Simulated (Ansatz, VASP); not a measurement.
**Two plane-wave programs on Al**

```
Al
1.0
     2.78991    0.00000    0.00000
    -1.39496    2.41613    0.00000
     0.00000    0.00000    4.64709
Al
2
Direct
  0.66667 0.33333 0.75000
  0.33333 0.66667 0.25000
```

Alike in both runs: functional PBEsol; dispersion D3(BJ); k mesh 18 × 18 × 10; occupations gaussian, width 0.1 eV; no spin polarisation.

Ansatz relaxed the structure, and its values are those at the end. VASP's run is a single point on that final structure, the one shown.

|  | VASP | Ansatz |
| --- | --- | --- |
| version | VASP 6.6.1 | Ansatz 0.2.0 |
| potentials or method | VASP PAW PBE potentials, release 64 (Al), cutoff 520 eV | scalar-relativistic, plane waves, PAW |
| valence electrons in the cell | 6 | 6 |

```csv
,VASP,Ansatz,Ansatz less VASP
gap on the k mesh at the Fermi level (eV),none,none,-
pressure (GPa),0.1,0.0,-0.10
```

VASP's potentials were made for PBE, not for PBEsol, and Ansatz warns of the same on its side. A gap of «none» marks a metal or a gap that the smearing closes.
